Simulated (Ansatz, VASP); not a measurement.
# One calculation of AlN, two programs

File POSCAR:

```
AlN
1.0
    0.0000000000      2.1930940056      2.1930940056
    2.1849006282      0.0081933774      2.1849006282
    2.1849006282      2.1849006282      0.0081933774
Al N
1 1
Direct
    0.0000000000      0.0000000000      0.0000000000
    0.7500000000      0.7500000000      0.7500000000
```

The input INCAR.step1:

```
SYSTEM = AlN
PREC     = Accurate       ! precision mode
ENCUT    = 520            ! plane-wave cutoff, eV
ISMEAR   = 0              ! smearing method
SIGMA    = 0.05           ! smearing width, eV
LREAL    = .FALSE.        ! projectors in reciprocal space
LASPH    = .TRUE.         ! aspherical terms in the spheres
NELM     = 80             ! most SCF steps
NBANDS   = 11             ! bands
GGA      = PE             ! functional
ALGO     = Normal         ! electronic algorithm
EDIFF    = 1E-4           ! SCF threshold, eV
LWAVE    = .TRUE.         ! write WAVECAR
LCHARG   = .FALSE.        ! write CHGCAR
```

Contents of INCAR.step2:

```
SYSTEM = AlN
PREC     = Accurate       ! precision mode
ENCUT    = 520            ! plane-wave cutoff, eV
EDIFF    = 1E-6           ! SCF threshold, eV
ISMEAR   = 0              ! smearing method
SIGMA    = 0.05           ! smearing width, eV
LREAL    = .FALSE.        ! projectors in reciprocal space
LASPH    = .TRUE.         ! aspherical terms in the spheres
NELM     = 80             ! most SCF steps
ALGO     = Normal         ! electronic algorithm
ISIF     = 2              ! what is computed and relaxed
LWAVE    = .FALSE.        ! write WAVECAR
LCHARG   = .TRUE.         ! write CHGCAR
METAGGA  = R2SCAN         ! meta-GGA
LMIXTAU  = .TRUE.       
LELF     = .TRUE.         ! ELF
LVHAR    = .TRUE.       
NBANDS   = 11             ! bands
ISTART   = 1
```

KPOINTS

```
Automatic mesh
0
G
  10 10 10
  0 0 0
```

Input for Ansatz:

```yaml
crystal:
  lattice:
    - [0.0, 2.1930940056, 2.1930940056]
    - [2.1849006282, 0.0081933774, 2.1849006282]
    - [2.1849006282, 2.1849006282, 0.0081933774]
  atoms:
    - { symbol: Al, position: [0.0, 0.0, 0.0] }
    - { symbol: "N", position: [0.75, 0.75, 0.75] }
basis:
  ecutwfc: 500
kpoints:
  mp_grid: { grid: [10, 10, 10] }
hamiltonian:
  xc: r2scan
scf:
  occupations: { method: gaussian, width: 0.05 }
output:
  forces: true
  stress: true
  eigenvalues: true
```

Change from the starting cell: strain +0.0075 x Voigt [0, 0, 0, 1, 0, 0], atoms carried along.

Alike in both runs: task single point; functional r2SCAN; k mesh 10 × 10 × 10; occupations gaussian, width 0.05 eV; no spin polarisation.

```csv
,VASP,Ansatz
version,VASP 6.6.1,Ansatz 0.2.0
potentials or method,"VASP PAW PBE potentials, release 64 (Al, N), cutoff 520 eV","scalar-relativistic, plane waves, PAW"
valence electrons in the cell,8,8
```

VASP gave:

* gap on the k mesh at the Fermi level (eV): 3.91
* least direct gap on the mesh (eV): 4.86
* pressure (GPa): -0.4
* traceless stress, the component that is largest in VASP (GPa): -1.78
* rms of the force components (eV/Å): 0.038

Problem. Estimate Ansatz's values.

Solution. gap on the k mesh at the Fermi level (eV): 3.92; least direct gap on the mesh (eV): 4.82; pressure (GPa): 0.0; traceless stress, the component that is largest in VASP (GPa): -1.76; rms of the force components (eV/Å): 0.037.

VASP's potentials were made for PBE, not for r2SCAN. Atom by atom the forces differ by 0.001 eV/Å (rms over components).
